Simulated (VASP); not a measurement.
The system is MoSe.

```
Mo Se
1.0
     0.00000    2.57485    2.57485
     2.57485    0.00000    2.57485
     2.57485    2.57485    0.00000
Mo Se
1 1
Direct
  0.00000 0.00000 0.00000
  0.50000 0.50000 0.50000
```

Base run:

- Program: VASP 6.6.1
- Functional: PBEsol
- Potentials or basis: VASP PAW PBE potentials, release 64 (Mo_sv, Se)
- Cutoff: 520 eV
- k mesh: 14 × 14 × 14
- Occupations: gaussian, width 0.1 eV
- Spin: no spin polarisation

Its results: band gap on the k mesh zero (band 10 reaches 10.33 eV, above the bottom of band 11 at 7.94 eV); pressure 0.4 GPa.

Task: The run is repeated on the same cell with these changes: occupations from gaussian, width 0.1 eV to gaussian, width 0.05 eV; hubbard terms from none to Mo d U = 4.0 eV. What comes out?

Result: Band gap on the k mesh zero (band 10 reaches 10.49 eV, above the bottom of band 11 at 7.95 eV); pressure 4.0 GPa.

Caveats: the PAW data sets were made with another functional, which shifts forces and pressure a little; U without spin polarisation on a metal has little footing (some runs).
